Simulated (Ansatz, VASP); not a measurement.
This is a calculation of BaTe for VASP 6.6.1.

The input INCAR:

```
ALGO = Normal
EDIFF = 1E-6
ENCUT = 520
GGA = PE
ISIF = 2
ISMEAR = -1
LASPH = True
LCHARG = False
LREAL = False
LWAVE = False
NBANDS = 15
NELM = 80
PREC = Accurate
SIGMA = 0.05
```

The input KPOINTS:

```
k-points
0
Gamma
  7 7 7
```

POSCAR

```
BaTe
1.0
    0.0000000000      3.4100000000      3.4100000000
    3.4100000000      0.0000000000      3.4100000000
    3.4100000000      3.4100000000      0.0000000000
Ba Te
1 1
Direct
   -0.0040420000      0.0070370000     -0.0072940000
    0.5045320000      0.5000230000      0.5071330000
```

Potentials or basis: VASP PAW PBE potentials, release 64 (Ba_sv, Te).

The run is started by

```bash
$ cat potpaw_PBE.64/Ba_sv/POTCAR potpaw_PBE.64/Te/POTCAR > POTCAR
$ mpirun -np 1 vasp_std > vasp.out
```

**Question.** Translate it to Ansatz 0.2.0. Potentials there: all-electron LAPW, scalar-relativistic.

**Answer.** As run (the cutoff follows the program's own potentials):

File input.yaml:

```yaml
crystal:
  lattice:
    - [0.0, 3.41, 3.41]
    - [3.41, 0.0, 3.41]
    - [3.41, 3.41, 0.0]
  atoms:
    - { symbol: Ba, position: [-0.004042, 0.007037, -0.007294] }
    - { symbol: Te, position: [0.504532, 0.500023, 0.507133] }
kpoints:
  mp_grid: { grid: [7, 7, 7] }
scf:
  occupations: { method: fermi_dirac, width: 0.05 }
hamiltonian:
  xc: pbe
  pseudopotentials: { kind: all_electron, lapw: { basis_error: 0.001 } }
output:
  forces: true
  stress: true
  eigenvalues: true
  populations: true
```

Potentials or basis: all-electron LAPW, scalar-relativistic.

Launch:

```sh
$ ansatz run input.yaml --threads 1 --pin off --max-ram 3072MiB --backend cpu --events-out ev --progress --plain --runs-dir out
```

Both were run:

|  | VASP | Ansatz | Ansatz less VASP |
| --- | --- | --- | --- |
| gap on the k mesh at the Fermi level (eV) | 1.40 | 1.49 | +0.097 |
| least direct gap on the mesh (eV) | 1.77 | 1.83 | +0.059 |
| pressure (GPa) | 4.3 | 3.9 | -0.43 |
| traceless stress, the component that is largest in VASP (GPa) | 0.18 | 0.17 | -0.009 |
| rms of the force components (eV/Å) | 0.148 | 0.141 | -0.0067 |

Atom by atom the forces differ by 0.007 eV/Å (rms over components). Ansatz ran all-electron here, and VASP with PAW potentials.

Spin-orbit coupling is off throughout.
